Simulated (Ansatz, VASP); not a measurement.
# C in VASP and in Ansatz

```
CELL_PARAMETERS angstrom
2.49379 0.00000 0.00000
-1.24690 2.15969 0.00000
0.00000 0.00000 4.23139
ATOMIC_POSITIONS crystal
C 0.33333 0.66667 0.99959
C 0.66667 0.33333 0.49959
C 0.33333 0.66667 0.37441
C 0.66667 0.33333 0.87441
```

Change from the starting cell: strained cell.

Alike in both runs: functional r2SCAN; k mesh 9 × 9 × 6; occupations gaussian, width 0.02 eV; no spin polarisation.

Ansatz relaxed the structure, and its values are those at the end. VASP's run is a single point on that final structure, the one shown.

```csv
,VASP,Ansatz
version,VASP 6.6.1,Ansatz 0.2.0
potentials or method,"VASP PAW PBE potentials, release 64 (C), cutoff 520 eV","scalar-relativistic, plane waves, PAW"
valence electrons in the cell,16,16
```

```tsv
	VASP	Ansatz	Ansatz less VASP
gap on the k mesh at the Fermi level (eV)	3.60	3.64	+0.038
least direct gap on the mesh (eV)	5.03	5.06	+0.039
pressure (GPa)	-1.9	-3.1	-1.20
rms of the force components (eV/Å)	0.010	0.000	-0.0104
```

VASP's potentials were made for PBE, not for r2SCAN. With one functional, cell and mesh, what is left measures potentials, basis and numerics. Ansatz's warnings: stress scf threshold loose.
